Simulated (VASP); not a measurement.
# Al3BN2 (I4/mmm) in VASP: relaxation of cell and atoms with PBE

Aim: the relaxation of cell and atoms of Al3BN2 with PBE.

Everything below comes from runs of VASP 6.6.1. Logs are shortened: lines on timing, memory, paths and dates and some standing lists are left out, and cuts for length are marked.

## Step 1: The cell of the first run

The structure is tetragonal, space group I4/mmm (No. 139). The conventional cell has a = 5.413 Å, b = 5.413 Å, c = 6.368 Å, α = 90.00°, β = 90.00°, γ = 90.00°. Al (site symmetry mmm) has 4 Al at 2.71 to 3.18 Å and 2 B at 2.71 Å and 8 N at 3.02 to 3.28 Å within 3.6 Å. Within 2.5 Å of Al (site symmetry 4/mmm) lie 2 N at 1.85 Å. B (site symmetry 4/mmm) has 2 N at 1.34 Å within 1.8 Å. N (site symmetry 4mm) has 1 B at 1.34 Å and 1 Al at 1.85 Å within 1.9 Å.

The cell was generated, and may not be a known phase.

## Step 2: Relaxation of cell and atoms, PBE

Contents of INCAR:

```
SYSTEM = Al3BN2
  PREC = Accurate
  ENCUT = 600
  EDIFF = 1E-6
  ISMEAR = 0
  SIGMA = 0.1
  LREAL = .False.
  LASPH = .True.
  NELM = 100
  ALGO = Normal
  ISIF = 3
  LWAVE = .False.
  LCHARG = .False.
  GGA = PE
  IBRION = 2
  NSW = 100
  EDIFFG = -0.01
```

Contents of KPOINTS:

```
regular mesh
0
Gamma
  10 10 10
  0 0 0
```

Contents of POSCAR:

```
Al3BN2
1.0
   -2.7063638968      2.7063638968      3.1839288758
    2.7063638968     -2.7063638968      3.1839288758
    2.7063638968      2.7063638968     -3.1839288758
Al B N
3 1 2
Direct
    0.5000000000      0.0000000000      0.5000000000
    0.0000000000      0.5000000000      0.5000000000
    0.0000000000      0.0000000000      0.0000000000
    0.5000000000      0.5000000000      0.0000000000
    0.2902465144      0.2902465144      0.0000000000
    0.7097534856      0.7097534856      0.0000000000
```

Potentials or basis: VASP PAW PBE potentials, release 64 (Al, B, N).

On the command line:

```console
cat potpaw_PBE.64/Al/POTCAR potpaw_PBE.64/B/POTCAR potpaw_PBE.64/N/POTCAR > POTCAR
mpirun -np 1 vasp_std > vasp.out
```

OUTCAR:

```text
SYSTEM = Al3BN2
   PREC = Accurate
   ENCUT = 600
   EDIFF = 1E-6
   ISMEAR = 0
   LREAL = .False.
   LASPH = .True.
   NELM = 100
   ISIF = 3
   GGA = PE
   IBRION = 2
   NSW = 100
   EDIFFG = -0.01

 ion  position               nearest neighbor table
   1  0.500  0.000  0.500-   3 2.71   4 2.71   4 2.71   3 2.71   2 3.18   2 3.18
   2  0.000  0.500  0.500-   3 2.71   4 2.71   3 2.71   4 2.71   1 3.18   1 3.18
   3  0.000  0.000  0.000-   5 1.85   6 1.85   1 2.71   2 2.71   2 2.71   1 2.71
   4  0.500  0.500  0.000-   5 1.34   6 1.34   1 2.71   2 2.71   1 2.71   2 2.71
   5  0.290  0.290  0.000-   4 1.34   3 1.85
   6  0.710  0.710  0.000-   4 1.34   3 1.85

  LATTYP: Found a body centered tetragonal cell.
 ALAT       =     5.4127277936
 C/A-ratio  =     1.1764600021

  Lattice vectors:

 A1 = (  -2.7063638968,   2.7063638968,   3.1839288758)
 A2 = (   2.7063638968,  -2.7063638968,   3.1839288758)
 A3 = (   2.7063638968,   2.7063638968,  -3.1839288758)

Analysis of symmetry for initial positions (statically):
=====================================================================
 Subroutine PRICEL returns:
 Original cell was already a primitive cell.

 Routine SETGRP: Setting up the symmetry group for a
 body centered tetragonal supercell.

 Subroutine GETGRP returns: Found 16 space group operations
 (whereof 16 operations were pure point group operations)
 out of a pool of 16 trial point group operations.

The static configuration has the point symmetry D_4h.

Analysis of symmetry for dynamics (positions and initial velocities):
=====================================================================
 Subroutine PRICEL returns:
 Original cell was already a primitive cell.

 Routine SETGRP: Setting up the symmetry group for a
 body centered tetragonal supercell.

 Subroutine GETGRP returns: Found 16 space group operations
 (whereof 16 operations were pure point group operations)
 out of a pool of 16 trial point group operations.

The dynamic configuration has the point symmetry D_4h.

 Subroutine INISYM returns: Found 16 space group operations
 (whereof 16 operations are pure point group operations),
 and found     1 'primitive' translations

----------------------------------------------------------------------------------------

                                     Primitive cell

  volume of cell :      93.2815

  direct lattice vectors                    reciprocal lattice vectors
    -2.706363897  2.706363897  3.183928876     0.000000000  0.184749730  0.157038684
[... 118 lines left out ...]
   LORBIT       =      0    0 simple, 1 ext, 2 COOP (PROOUT), +10 PAW based schemes
   GGA     = PE    functional components
   LHFCALC =     F    Hartree Fock is set to
   AEXX    =    0.0000 exact exchange contribution
   IVDW    =     0    specifies the selected vdW correction
   LEPSILON=     F    determine dielectric tensor
   LRPA    =     F    only Hartree local field effects (RPA)
 conjugate gradient relaxation of ions
 non-spin polarized calculation
 Gauss-broadening in eV      SIGMA  =   0.10
  energy-cutoff  :      600.00
  volume of cell :       93.28
 maximum number of plane-waves:      3132
   NGX = 19   NGY = 19   NGZ = 19

--------------------------------------- Ionic step        1  -------------------------------------------

 number of electron      21.9999999 magnetization

 Free energy of the ion-electron system (eV)
  ---------------------------------------------------
  ext. energy  EPLUGINS =         0.00000000
  ---------------------------------------------------
  free energy    TOTEN  =       -32.89503309 eV

  energy without entropy =      -32.88510748  energy(sigma->0) =      -32.89007028

------------------------ aborting loop because EDIFF is reached ----------------------------------------

  FORCE on cell =-STRESS in cart. coord.  units (eV):
  Direction    XX          YY          ZZ          XY          YZ          ZX
  --------------------------------------------------------------------------------------
  -------------------------------------------------------------------------------------
  Total        0.1187714      0.1187714     -0.1516061      0.0000000      0.0000000      0.0000000
  in kB        2.0399844      2.0399844     -2.6039435      0.0000000      0.0000000      0.0000000
  external PRESSURE =       0.4920084 kB  Pullay stress =       0.0000000 kB
[... 307 lines left out ...]
--------------------------------------- Ionic step        9  -------------------------------------------

 number of electron      21.9999998 magnetization

 Free energy of the ion-electron system (eV)
  ---------------------------------------------------
  ext. energy  EPLUGINS =         0.00000000
  ---------------------------------------------------
  free energy    TOTEN  =       -32.89563114 eV

  energy without entropy =      -32.88540328  energy(sigma->0) =      -32.89051721

 E-fermi :   4.6093     XC(G=0):  -9.4117

 val. band max:        4.5980576916   @ k =  -0.4000   0.4000   0.4000
 cond. band min:       4.6202219995   @ k =  -0.1000  -0.3000   0.1000
 fundamental gap:      0.0221643078
 Fermi energy:         4.6092621555

 k-point     1 :       0.0000    0.0000    0.0000
  band No.  band energies     occupation
      1     -11.5575      2.00000
      2     -10.6336      2.00000
      3      -3.3688      2.00000
      4      -1.3066      2.00000
      5      -0.9114      2.00000
      6       0.0252      2.00000
      7       0.0252      2.00000
      8       1.8060      2.00000
      9       1.8060      2.00000
     10       3.1149      2.00000
     11       3.1799      2.00000
     12       3.1799      2.00000
     13       4.4908      1.90626
     14       7.2171      0.00000
[... 401 lines left out ...]
      2     -10.7921      2.00000
      3      -3.3195      2.00000
      4      -2.2892      2.00000
      5      -1.8279      2.00000
      6      -0.8744      2.00000
      7       0.6937      2.00000
      8       1.9591      2.00000
      9       2.8099      2.00000
     10       3.1573      2.00000
     11       3.6129      2.00000
     12       5.3983      0.00000
     13       6.2037      0.00000
     14       6.3559      0.00000
     15       7.8874      0.00000

 [... further k-points ...]

------------------------ aborting loop because EDIFF is reached ----------------------------------------

  FORCE on cell =-STRESS in cart. coord.  units (eV):
  Direction    XX          YY          ZZ          XY          YZ          ZX
  --------------------------------------------------------------------------------------
  -------------------------------------------------------------------------------------
  Total       -0.0012929     -0.0012929     -0.0193636      0.0000000      0.0000000     -0.0000000
  in kB       -0.0220834     -0.0220834     -0.3307345      0.0000000      0.0000000     -0.0000000
  external PRESSURE =      -0.1249671 kB  Pullay stress =       0.0000000 kB
[... 21 lines left out ...]
  FREE ENERGIE OF THE ION-ELECTRON SYSTEM (eV)
  ---------------------------------------------------
  free  energy   TOTEN  =       -32.8956311393 eV

  energy  without entropy=      -32.8854032814  energy(sigma->0) =      -32.89051721

 reached required accuracy - stopping structural energy minimisation
```

Run time: 9.2 min. Hardware: 1 thread of Intel Xeon Platinum 8488C (Sapphire Rapids), shared host; peak memory 0.36 GiB.

What came out:

```
Free energy                           : -32.8956 eV
Relaxed volume                        : 15.63 Å³/atom
Relaxed cell                          : a = 4.986 Å, b = 4.986 Å, c = 4.986 Å, α = 113.97°, β = 113.97°, γ = 100.80°
Space group after relaxing (to 0.1 Å) : I4/mmm (No. 139)
Energy gained by relaxing             : 0.1 meV/atom
Ionic steps                           : 9
Pressure after relaxing               : 0.0 GPa
Band gap on the k mesh                : zero (bands 11 and 12 overlap by 2.24 eV)
```

The path:
```tsv
step	energy change (eV)	largest force (eV/Å)	pressure (GPa)	volume (Å³)
1	0.0000	0.0037	0.05	93.28
2	-0.0002	0.0743	0.20	93.35
3	-0.0002	0.0740	0.21	93.35
4	-0.0003	0.0563	0.19	93.41
5	-0.0005	0.0041	0.11	93.59
6	-0.0006	0.0149	0.10	93.65
7	-0.0006	0.0178	0.09	93.66
8	-0.0006	0.0129	0.06	93.70
9	-0.0006	0.0004	-0.01	93.80
```

Final structure:
```
Al B N
1.0
    -2.71646    2.71646    3.17798
     2.71646   -2.71646    3.17798
     2.71646    2.71646   -3.17798
Al B N
3 1 2
Cartesian
  2.7165 0.0000 3.1780
  0.0000 2.7165 3.1780
  0.0000 0.0000 6.3560
  0.0000 0.0000 3.1780
  0.0000 0.0000 1.8431
  0.0000 0.0000 4.5129
```

Levels at points of the mesh, in eV from the Fermi level:
| k point | band 8 | band 9 | band 10 | band 11 | band 12 | band 13 | band 14 | band 15 |
| --- | --- | --- | --- | --- | --- | --- | --- | --- |
| (0.00, 0.00, 0.00) | -2.80 | -2.80 | -1.49 | -1.43 | -1.43 | -0.12 | 2.61 | 3.24 |
| (0.50, 0.00, 0.00) | -3.39 | -1.87 | -1.27 | 0.06 | 0.63 | 1.68 | 2.06 | 2.65 |
| (0.50, 0.50, 0.00) | -2.97 | -2.04 | -1.77 | -1.42 | 1.15 | 1.66 | 2.50 | 3.34 |
| (0.50, 0.50, 0.50) | -2.53 | -1.94 | -1.94 | -0.69 | 0.29 | 0.29 | 2.76 | 3.60 |

The gap in the log of VASP goes by the Fermi energy; the results here count the filled bands.